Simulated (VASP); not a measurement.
# HfN (P2_1/m) in VASP: notebook

The runs below take HfN through single point, with LDA.

All numbers are computed with VASP 6.6.1; they aren't measurements. Logs are shortened: lines on timing, memory, paths and dates and some standing lists are left out, and cuts for length are marked.

### Step 1. The cell of the first run

It takes space group P2_1/m (No. 11, monoclinic). The conventional cell has a = 3.120 Å, b = 5.417 Å, c = 3.134 Å, α = 90.00°, β = 119.57°, γ = 90.00°. Within 3.0 Å of Hf (site symmetry m) lie 6 N at 2.25 to 2.27 Å. N (site symmetry -1) has 6 Hf at 2.25 to 2.27 Å and 2 N at 2.71 Å within 3.0 Å.

### Step 2. Single point, LDA

The input, INCAR:

```
SYSTEM = HfN
PREC = Accurate
ENCUT = 520
EDIFF = 1E-6
ISMEAR = -1
SIGMA = 0.15
LREAL = .False.
LASPH = .True.
NELM = 60
ALGO = Normal
ISIF = 2
LWAVE = .False.
LCHARG = .False.
GGA = CA
NBANDS = 23
```

The input, KPOINTS:

```
Automatic mesh
0
Gamma
  13 13 7
  0 0 0
```

The input, POSCAR:

```
HfN
1.0
    3.1339080000      0.0156695400      0.0000000000
   -1.5533837800      2.7062092300      0.0000000000
    0.0000000000      0.0000000000      5.4167680000
Hf N
2 2
Direct
    0.6666666667      0.3333333333      0.7500000000
    0.3333333333      0.6666666667      0.2500000000
    0.0000000000      0.0000000000      0.0000000000
    0.0000000000      0.0000000000      0.5000000000
```

Potentials or basis: VASP PAW LDA potentials, release 64 (Hf_pv, N).

Launch:

```bash
$ cat potpaw_LDA.64/Hf_pv/POTCAR potpaw_LDA.64/N/POTCAR > POTCAR
$ mpirun -np 1 vasp_std > vasp.out
```

OUTCAR:

```text
SYSTEM = HfN
   PREC = Accurate
   ENCUT = 520
   EDIFF = 1E-6
   ISMEAR = -1
   LREAL = .False.
   LASPH = .True.
   NELM = 60
   ISIF = 2
   GGA = CA

 ion  position               nearest neighbor table
   1  0.667  0.333  0.750-   3 2.25   4 2.25   3 2.26   4 2.26   3 2.27   4 2.27   2 3.25   2 3.25
                             2 3.26   2 3.26   2 3.26   2 3.26
   2  0.333  0.667  0.250-   3 2.25   4 2.25   3 2.26   4 2.26   3 2.27   4 2.27   1 3.25   1 3.25
                             1 3.26   1 3.26   1 3.26   1 3.26
   3  0.000  0.000  0.000-   1 2.25   2 2.25   2 2.26   1 2.26   1 2.27   2 2.27
   4  0.000  0.000  0.500-   1 2.25   2 2.25   2 2.26   1 2.26   1 2.27   2 2.27

  Warning from LATTYP: Monoclinic adjustment (A1->A3, A2->A1, A3->A2)!
  LATTYP: Found a simple monoclinic cell.
 ALAT       =     3.1203476672
 B/A-ratio  =     1.7359501497
 C/A-ratio  =     1.0043583305
 COS(beta)  =    -0.4934813842

  Lattice vectors:

 A1 = (  -1.5533837800,   2.7062092300,   0.0000000000)
 A2 = (   0.0000000000,   0.0000000000,   5.4167680000)
 A3 = (   3.1339080000,   0.0156695400,   0.0000000000)

Analysis of symmetry for initial positions (statically):
=====================================================================
 Subroutine PRICEL returns:
 Original cell was already a primitive cell.

 Routine SETGRP: Setting up the symmetry group for a
 simple monoclinic supercell.

 Subroutine GETGRP returns: Found  4 space group operations
 (whereof  2 operations were pure point group operations)
 out of a pool of  4 trial point group operations.

The static configuration has the point symmetry S_2 .
 The point group associated with its full space group is C_2h.

Analysis of symmetry for dynamics (positions and initial velocities):
=====================================================================
 Subroutine PRICEL returns:
 Original cell was already a primitive cell.

 Routine SETGRP: Setting up the symmetry group for a
 simple monoclinic supercell.

 Subroutine GETGRP returns: Found  4 space group operations
 (whereof  2 operations were pure point group operations)
 out of a pool of  4 trial point group operations.

The dynamic configuration has the point symmetry S_2 .
 The point group associated with its full space group is C_2h.

 Subroutine INISYM returns: Found  4 space group operations
 (whereof  2 operations are pure point group operations),
 and found     1 'primitive' translations

----------------------------------------------------------------------------------------

                                     Primitive cell

  volume of cell :      46.0715

  direct lattice vectors                    reciprocal lattice vectors
     3.133908000  0.015669540  0.000000000     0.318177233  0.182636046  0.000000000
    -1.553383780  2.706209230  0.000000000    -0.001842315  0.368463076  0.000000000
     0.000000000  0.000000000  5.416768000     0.000000000  0.000000000  0.184611931

  length of vectors
     3.133947174  3.120347667  5.416768000     0.366868747  0.368467682  0.184611931

  position of ions in fractional coordinates (direct lattice)
     0.666666667  0.333333333  0.750000000
     0.333333333  0.666666667  0.250000000
     0.000000000  0.000000000  0.000000000
     0.000000000  0.000000000  0.500000000

  ion indices of the primitive-cell ions
   primitive index   ion index
                 1           1
                 2           2
                 3           3
                 4           4

----------------------------------------------------------------------------------------

 KPOINTS: Automatic mesh

Automatic generation of k-mesh.
 Grid dimensions read from file:
 generate k-points for:   13   13    7

 Generating k-lattice:

  Cartesian coordinates                     Fractional coordinates (reciprocal lattice)
     0.024475172  0.014048927  0.000000000     0.076923077  0.000000000  0.000000000
    -0.000141717  0.028343314  0.000000000     0.000000000  0.076923077  0.000000000
     0.000000000  0.000000000  0.026373133     0.000000000  0.000000000  0.142857143

  Length of vectors
     0.028220673  0.028343668  0.026373133

  Shift w.r.t. Gamma in fractional coordinates (k-lattice)
     0.000000000  0.000000000  0.000000000

 Subroutine IBZKPT returns following result:
 ===========================================

 Found    340 irreducible k-points:

 Following reciprocal coordinates:
            Coordinates               Weight
  0.000000  0.000000  0.000000      1.000000
  0.076923 -0.000000  0.000000      2.000000
  0.153846  0.000000  0.000000      2.000000
  0.230769  0.000000  0.000000      2.000000
  0.307692  0.000000  0.000000      2.000000
  0.384615 -0.000000  0.000000      2.000000
[... 16 lines left out ...]
  0.153846  0.153846  0.000000      2.000000
  0.230769  0.153846  0.000000      2.000000
 [... further k-points ...]
   k-points           NKPTS =    340   k-points in BZ     NKDIM =    340   number of bands    NBANDS=     23
   number of dos      NEDOS =    301   number of ions     NIONS =      4
   total plane-waves  NPLWV =  23040
   dimension x,y,z NGX =    24 NGY =   24 NGZ =   40
   dimension x,y,z NGXF=    48 NGYF=   48 NGZF=   80
   ions per type =               2   2
   NGX,Y,Z   is equivalent  to a cutoff of  12.73, 12.79, 12.28 a.u.
   NGXF,Y,Z  is equivalent  to a cutoff of  25.46, 25.57, 24.55 a.u.
 SYSTEM =  HfN
   PREC   = accura    normal or accurate (medium, high low for compatibility)
   ISTART =      0    job   : 0-new  1-cont  2-samecut
   ICHARG =      2    charge: 1-file 2-atom 10-const
   ISPIN  =      1    spin polarized calculation?
   LNONCOLLINEAR =      F non collinear calculations
   LSORBIT =      F    spin-orbit coupling
   LASPH  =      T    aspherical Exc in radial PAW
   ENCUT  =  520.0 eV  38.22 Ry    6.18 a.u.   5.83  5.80 10.07*2*pi/ulx,y,z
   NELM   =     60;   NELMIN=  2; NELMDL= -5     # of ELM steps
   EDIFF  = 0.1E-05   stopping-criterion for ELM
   LREAL  =      F    real-space projection
[... 7 lines left out ...]
   TEBEG  =    0.0;   TEEND  =   0.0 temperature during run
   PSTRESS=    0.0 pullay stress
   NELECT =      30.0000    total number of electrons
   NUPDOWN=      -1.0000    fix difference up-down
   EMIN   =  10.00;   EMAX   =-10.00  energy-range for DOS
   EFERMI =   0.00;   METHOD = LEGACY
   ISMEAR =    -1;   SIGMA  =   0.15  broadening in eV -4-tet -1-fermi 0-gaus
   EFERMI_NEDOS =   21; number of points for ismear=-14 and -15
   IALGO  =     38    algorithm
   IMIX   =      4    mixing-type and parameters
     AMIX     =   0.40;   BMIX     =  1.00
     AMIX_MAG =   1.60;   BMIX_MAG =  1.00
  volume/ion in A,a.u.               =      11.52        77.73
  Fermi-wavevector in a.u.,A,eV,Ry     =   1.418963  2.681451 27.394733  2.013456
  Thomas-Fermi vector in A             =   2.540033
   LORBIT       =      0    0 simple, 1 ext, 2 COOP (PROOUT), +10 PAW based schemes
   GGA     = CA    functional components
   LHFCALC =     F    Hartree Fock is set to
   AEXX    =    0.0000 exact exchange contribution
   IVDW    =     0    specifies the selected vdW correction
   LEPSILON=     F    determine dielectric tensor
   LRPA    =     F    only Hartree local field effects (RPA)
 non-spin polarized calculation
  energy-cutoff  :      520.00
  volume of cell :       46.07
 maximum number of plane-waves:      1271
   NGX = 11   NGY = 11   NGZ = 21

 number of electron      30.0000004 magnetization

 Free energy of the ion-electron system (eV)
  ---------------------------------------------------
  ext. energy  EPLUGINS =         0.00000000
  ---------------------------------------------------
  free energy    TOTEN  =       -47.58527667 eV

  energy without entropy =      -47.50972964  energy(sigma->0) =      -47.54750316

 E-fermi :   7.7411     XC(G=0): -12.9905

 val. band max:        7.7371111751   @ k =  -0.0769   0.0769   0.0000
 cond. band min:       7.7704420881   @ k =   0.3846   0.2308   0.4286
 fundamental gap:      0.0333309130
 Fermi energy:         7.7410605787

 k-point     1 :       0.0000    0.0000    0.0000
  band No.  band energies     occupation
      1     -23.7678      2.00000
      2     -22.8874      2.00000
      3     -22.7927      2.00000
      4     -22.7795      2.00000
      5     -22.7302      2.00000
      6     -22.7174      2.00000
[... 15 lines left out ...]
     22      13.3011      0.00000
     23      13.4199      0.00000

 k-point     2 :       0.0769   -0.0000    0.0000
  band No.  band energies     occupation
      1     -23.7465      2.00000
      2     -22.8894      2.00000
      3     -22.8440      2.00000
      4     -22.7966      2.00000
      5     -22.7794      2.00000
      6     -22.7225      2.00000
[... 15 lines left out ...]
     22      13.0843      0.00000
     23      13.3894      0.00000

 k-point     3 :       0.1538    0.0000    0.0000
  band No.  band energies     occupation
      1     -23.6855      2.00000
      2     -22.9906      2.00000
      3     -22.9106      2.00000
      4     -22.8966      2.00000
      5     -22.8376      2.00000
      6     -22.7383      2.00000
[... 15 lines left out ...]
     22      12.6253      0.00000
     23      13.1213      0.00000
[... 495 lines left out ...]
 k-point    23 :       0.1538    0.1538    0.0000
  band No.  band energies     occupation
      1     -23.5425      2.00000
      2     -23.2355      2.00000
      3     -23.1844      2.00000
      4     -22.9224      2.00000
      5     -22.9119      2.00000
      6     -22.8419      2.00000
[... 15 lines left out ...]
     22      12.5480      0.00000
     23      13.2718      0.00000

 k-point    24 :       0.2308    0.1538    0.0000
  band No.  band energies     occupation
      1     -23.4400      2.00000
      2     -23.4049      2.00000
      3     -23.2950      2.00000
      4     -22.9939      2.00000
      5     -22.9513      2.00000
      6     -22.8977      2.00000
[... 15 lines left out ...]
     22      13.5114      0.00000
     23      14.0450      0.00000

 [... further k-points ...]

------------------------ aborting loop because EDIFF is reached ----------------------------------------

  FORCE on cell =-STRESS in cart. coord.  units (eV):
  Direction    XX          YY          ZZ          XY          YZ          ZX
  --------------------------------------------------------------------------------------
  -------------------------------------------------------------------------------------
  Total       -2.8110712     -2.8029159     -2.9069457     -0.5469075      0.0000000      0.0000000
  in kB      -97.7574646    -97.4738546   -101.0915815    -19.0191867      0.0000000      0.0000000
  external PRESSURE =     -98.7743003 kB  Pullay stress =       0.0000000 kB

 VOLUME and BASIS-vectors are now :
 -----------------------------------------------------------------------------
  energy-cutoff  :      520.00
  volume of cell :       46.07
      direct lattice vectors                 reciprocal lattice vectors
     3.133908000  0.015669540  0.000000000     0.318177233  0.182636046  0.000000000
    -1.553383780  2.706209230  0.000000000    -0.001842315  0.368463076  0.000000000
     0.000000000  0.000000000  5.416768000     0.000000000  0.000000000  0.184611931

 POSITION                                       TOTAL-FORCE (eV/Angst)
 -----------------------------------------------------------------------------------
      1.57148      0.91252      4.06258         0.019208      0.000769      0.000000
      0.00905      1.80936      1.35419        -0.019208     -0.000769     -0.000000
      0.00000      0.00000      0.00000         0.000000      0.000000      0.000000
      0.00000      0.00000      2.70838         0.000000      0.000000      0.000000
 -----------------------------------------------------------------------------------
    total drift:                               -0.000000      0.000000     -0.000000

  FREE ENERGIE OF THE ION-ELECTRON SYSTEM (eV)
  ---------------------------------------------------
  free  energy   TOTEN  =       -47.5852766742 eV

  energy  without entropy=      -47.5097296427  energy(sigma->0) =      -47.54750316
```

Wall time 4.7 min (1 thread of Intel Xeon Platinum 8259CL at 2.50GHz (Skylake/Cascade Lake), shared host); peak memory 0.39 GiB.

Results:

- Free energy: -47.5853 eV
- Pressure: -9.9 GPa
- Largest force: 0.019 eV/Å
- Band gap on the k mesh: zero (bands 15 and 16 overlap by 1.75 eV)

Forces in eV/Å, atoms in the order of the input:
```
Hf   0.019  0.001  0.000
Hf  -0.019 -0.001  0.000
N    0.000  0.000  0.000
N    0.000  0.000  0.000
```

Caveat: the cell stands under tension; spin-orbit coupling is left out, which moves the levels of the heavy elements.

### Step 3. Single point, LDA

The input, INCAR:

```
SYSTEM = HfN
ALGO     = Normal         ! electronic algorithm
EDIFF    = 1E-7           ! SCF threshold, eV
ENCUT    = 520            ! plane-wave cutoff, eV
ISIF     = 2              ! what is computed and relaxed
ISMEAR   = -1             ! smearing method
LASPH    = .TRUE.         ! aspherical terms in the spheres
LCHARG   = .FALSE.        ! write CHGCAR
LREAL    = .FALSE.        ! projectors in reciprocal space
LWAVE    = .FALSE.        ! write WAVECAR
NBANDS   = 23             ! bands
NELM     = 100            ! most SCF steps
PREC     = Accurate       ! precision mode
SIGMA    = 0.15           ! smearing width, eV
```

The input, KPOINTS:

```
k-points
0
G
  13 13 7
  0 0 0
```

Changes to POSCAR since step 2:

```diff
@@ -2,4 +2,4 @@
 1.0
-    3.1339080000      0.0156695400      0.0000000000
-   -1.5533837800      2.7062092300      0.0000000000
+    3.1339080000      0.0313390800      0.0000000000
+   -1.5398135600      2.6983744600      0.0000000000
     0.0000000000      0.0000000000      5.4167680000
```

Potentials or basis: VASP PAW LDA potentials, release 64 (Hf_pv, N).

Launch:

```bash
$ cat potpaw_LDA.64/Hf_pv/POTCAR potpaw_LDA.64/N/POTCAR > POTCAR
$ mpirun -np 1 vasp_std > vasp.out
```

Run time: 4.6 min. Hardware: 1 thread of Intel Xeon Platinum 8259CL at 2.50GHz (Skylake/Cascade Lake), shared host; peak memory 0.39 GiB.

It converged, with:

| Item | Value |
| --- | --- |
| Free energy | -47.5773 eV |
| Pressure | -9.8 GPa |
| Largest force | 0.038 eV/Å |
| Band gap on the k mesh | zero (bands 15 and 16 overlap by 1.75 eV) |

Forces on the atoms (eV/Å):
```
Hf   0.038  0.003  0.000
Hf  -0.038 -0.003  0.000
N    0.000  0.000  0.000
N    0.000  0.000  0.000
```

Stress tensor (GPa, compression positive):
```
 -9.75  -3.80   0.00
 -3.80  -9.64   0.00
  0.00   0.00 -10.07
```

Levels at points of the mesh, in eV from the Fermi level:
| k point | band 12 | band 13 | band 14 | band 15 | band 16 | band 17 | band 18 | band 19 |
| --- | --- | --- | --- | --- | --- | --- | --- | --- |
| (0.00, 0.00, 0.00) | -3.57 | -3.50 | -1.66 | -0.63 | 0.52 | 0.89 | 1.23 | 1.75 |

Caveat: the cell stands under tension; spin-orbit coupling is left out, which moves the levels of the heavy elements.

(Part 1 of 2 ends here.)

The gap in the log of VASP goes by the Fermi energy; the results here count the filled bands.